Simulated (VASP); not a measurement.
A run of VASP 6.6.1:

File INCAR:

```
  PREC = Accurate
  ENCUT = 520
  EDIFF = 1E-6
  ISMEAR = 0
  SIGMA = 0.15
  LREAL = F
  LASPH = T
  NELM = 100
  ALGO = Fast
  ISIF = 2
  LWAVE = F
  LCHARG = F
  GGA = PE
  NBANDS = 13
```

KPOINTS

```
regular mesh
0
Gamma
  22 22 22
```

The input POSCAR:

```
Mo
1.0
    0.0000000000      2.2712017735      1.4290401559
    2.2712017735      0.0000000000      1.4290401559
    2.2712017735      2.2712017735      0.0000000000
Mo
1
Direct
    0.0000000000      0.0000000000      0.0000000000
```

Potentials or basis: VASP PAW PBE potentials, release 64 (Mo_sv).

Launch:

```sh
$ cat potpaw_PBE.64/Mo_sv/POTCAR > POTCAR
$ mpirun -np 1 vasp_std > vasp.out
```

Hardware: 1 thread of Intel(R) Xeon(R) 6975P-C (Granite Rapids) (shared host).

Problem. How long does it take, and how much memory?

Solution. It took 54 s on 1 thread of Intel(R) Xeon(R) 6975P-C (Granite Rapids) (shared host), peak memory 0.25 GiB. Counts: scf iterations 13, k points 834.
